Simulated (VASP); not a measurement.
# Li27TeH26 (a cell with a defect): electric field gradients with PBE

The system is Li27TeH26 (a cell with a defect).

```xyz
54
Lattice="0.0000 6.1102 6.1102 6.1102 0.0000 6.1102 6.1102 6.1102 0.0000" Properties=species:S:1:pos:R:3 pbc="T T T"
Li    0.0000    0.0000    0.0000
Li    2.0367    2.0367    0.0000
Li    4.0735    4.0735    0.0000
Li    2.0367    0.0000    2.0367
Li    4.0735    2.0367    2.0367
Li    6.1102    4.0735    2.0367
Li    4.0735    0.0000    4.0735
Li    6.1102    2.0367    4.0735
Li    8.1470    4.0735    4.0735
Li    0.0000    2.0367    2.0367
Li    2.0367    4.0735    2.0367
Li    4.0735    6.1102    2.0367
Li    2.0367    2.0367    4.0735
Li    4.0735    4.0735    4.0735
Li    6.1102    6.1102    4.0735
Li    4.0735    2.0367    6.1102
Li    6.1102    4.0735    6.1102
Li    8.1470    6.1102    6.1102
Li    0.0000    4.0735    4.0735
Li    2.0367    6.1102    4.0735
Li    4.0735    8.1470    4.0735
Li    2.0367    4.0735    6.1102
Li    4.0735    6.1102    6.1102
Li    6.1102    8.1470    6.1102
Li    4.0735    4.0735    8.1470
Li    6.1102    6.1102    8.1470
Li    8.1470    8.1470    8.1470
Te    2.0368    2.0368    2.0368
H     4.0735    4.0735    2.0368
H     6.1102    6.1102    2.0368
H     4.0735    2.0368    4.0735
H     6.1102    4.0735    4.0735
H     8.1470    6.1102    4.0735
H     6.1102    2.0368    6.1102
H     8.1470    4.0735    6.1102
H    10.1837    6.1102    6.1102
H     2.0368    4.0735    4.0735
H     4.0735    6.1102    4.0735
H     6.1102    8.1470    4.0735
H     4.0735    4.0735    6.1102
H     6.1102    6.1102    6.1102
H     8.1470    8.1470    6.1102
H     6.1102    4.0735    8.1470
H     8.1470    6.1102    8.1470
H    10.1837    8.1470    8.1470
H     2.0368    6.1102    6.1102
H     4.0735    8.1470    6.1102
H     6.1102   10.1837    6.1102
H     4.0735    6.1102    8.1470
H     6.1102    8.1470    8.1470
H     8.1470   10.1837    8.1470
H     6.1102    6.1102   10.1837
H     8.1470    8.1470   10.1837
H    10.1837   10.1837   10.1837
```

```json
{
 "Program": "VASP 6.6.1",
 "Task": "electric field gradients",
 "Functional": "PBE",
 "Potentials or basis": "VASP PAW PBE potentials, release 64 (Li_sv, Te, H)",
 "Cutoff": "520 eV",
 "k mesh": "3 × 3 × 3",
 "Occupations": "fermi-dirac, width 0.01 eV",
 "Spin": "no spin polarisation",
 "Dipole correction": "no",
 "Charge": "-1",
 "Further INCAR settings": "LREAL = Auto; ALGO = Normal; EDIFF = 1e-08; NBANDS = 90; NELECT = 114.0"
}
```

| Item | Value |
| --- | --- |
| Largest force | 4.399 eV/Å |
| Largest electric field gradient by atom | Li +0.1, +2.1, -0.2, +0.0 (each value once); Te -0.0; H -0.4, +0.0, -0.1 (each value once) V/Å² |

Forces in eV/Å, atoms in the order of the input:
```
Li   0.065  0.065  0.065
Li   0.000  0.000 -4.399
Li  -0.065 -0.065  0.065
Li   0.000 -4.399  0.000
Li   4.399  0.000  0.000
Li  -0.054  0.054  0.000
Li  -0.065  0.065 -0.065
Li  -0.054  0.000  0.054
Li   0.000  0.054  0.054
Li  -4.399  0.000  0.000
Li   0.000  4.399  0.000
Li   0.054 -0.054  0.000
Li   0.000  0.000  4.399
Li  -0.065 -0.065 -0.065
Li   0.065  0.065 -0.065
Li   0.054  0.000 -0.054
Li   0.065 -0.065  0.065
Li   0.000 -0.054 -0.054
Li   0.065 -0.065 -0.065
Li   0.000 -0.054  0.054
Li   0.054  0.000  0.054
Li   0.000  0.054 -0.054
Li  -0.065  0.065  0.065
Li  -0.054  0.000 -0.054
Li   0.054  0.054  0.000
Li  -0.054 -0.054  0.000
Li   0.000  0.000  0.000
Te   0.000  0.000  0.000
H    0.321  0.321  0.000
H   -0.321 -0.321  0.000
H    0.321  0.000  0.321
H    0.005 -0.005 -0.005
H    0.000 -0.321  0.321
H   -0.321  0.000 -0.321
H    0.000  0.321 -0.321
H   -0.005  0.005  0.005
H    0.000  0.321  0.321
H   -0.005  0.005 -0.005
H   -0.321  0.000  0.321
H   -0.005 -0.005  0.005
H    0.005  0.005  0.005
H    0.000  0.000  0.125
H   -0.321  0.321  0.000
H    0.000  0.125  0.000
H   -0.125  0.000  0.000
H    0.000 -0.321 -0.321
H    0.321  0.000 -0.321
H    0.005 -0.005  0.005
H    0.321 -0.321  0.000
H    0.125  0.000  0.000
H    0.000 -0.125  0.000
H    0.005  0.005 -0.005
H    0.000  0.000 -0.125
H   -0.005 -0.005 -0.005
```

Levels at points of the mesh, in eV from the Fermi level:
```tsv
k point	band 55	band 56	band 57	band 58	band 59	band 60
(0.00, 0.00, 0.00)	-0.44	-0.44	-0.44	3.43	3.43	3.43
```

Electric field gradients, principal values (V/Å²):
```csv
atom,least,middle,greatest (by size)
1 Li,-0.035,-0.035,0.069
2 Li,-1.050,-1.066,2.117
3 Li,-0.018,-0.037,0.055
4 Li,-1.050,-1.066,2.117
5 Li,-1.055,-1.056,2.112
6 Li,0.017,0.229,-0.247
7 Li,-0.018,-0.037,0.055
8 Li,0.017,0.229,-0.247
9 Li,0.015,0.224,-0.239
10 Li,-1.050,-1.066,2.117
11 Li,-1.055,-1.056,2.112
12 Li,0.017,0.229,-0.247
13 Li,-1.055,-1.056,2.112
14 Li,-0.029,-0.029,0.057
15 Li,-0.023,-0.030,0.053
16 Li,0.017,0.229,-0.247
17 Li,-0.023,-0.030,0.053
18 Li,0.010,0.228,-0.238
19 Li,-0.018,-0.037,0.055
20 Li,0.017,0.229,-0.247
21 Li,0.015,0.224,-0.239
22 Li,0.017,0.229,-0.247
23 Li,-0.023,-0.030,0.053
24 Li,0.010,0.228,-0.238
25 Li,0.015,0.224,-0.239
26 Li,0.010,0.228,-0.238
27 Li,-0.002,-0.002,0.003
28 Te,0.000,0.000,0.000
29 H,0.100,0.253,-0.353
30 H,0.100,0.253,-0.353
31 H,0.100,0.253,-0.353
32 H,-0.016,-0.019,0.035
33 H,0.099,0.252,-0.351
34 H,0.100,0.253,-0.353
35 H,0.099,0.252,-0.351
36 H,-0.017,-0.018,0.035
37 H,0.100,0.253,-0.353
38 H,-0.016,-0.019,0.035
39 H,0.099,0.252,-0.351
40 H,-0.016,-0.019,0.035
41 H,-0.016,-0.016,0.033
42 H,0.040,0.043,-0.083
43 H,0.099,0.252,-0.351
44 H,0.040,0.043,-0.083
45 H,0.041,0.041,-0.081
46 H,0.100,0.253,-0.353
47 H,0.099,0.252,-0.351
48 H,-0.017,-0.018,0.035
49 H,0.099,0.252,-0.351
50 H,0.040,0.043,-0.083
51 H,0.041,0.041,-0.081
52 H,-0.017,-0.018,0.035
53 H,0.041,0.041,-0.081
54 H,-0.017,-0.017,0.035
```

Run time: 8 min on 1 thread of Intel(R) Xeon(R) Platinum 8488C (Sapphire Rapids) (shared host), peak memory 0.6 GiB.

Caveat: the cell carries a net charge on a neutralising background, which shifts energy and pressure; the cell is charged against a uniform background, so pressure and absolute levels hang on convention; without QUAD_EFG the Cq values of the log hold for a quadrupole moment of 1 mb, not for the nuclei; spin-orbit coupling is left out, which moves the levels of the heavy elements.
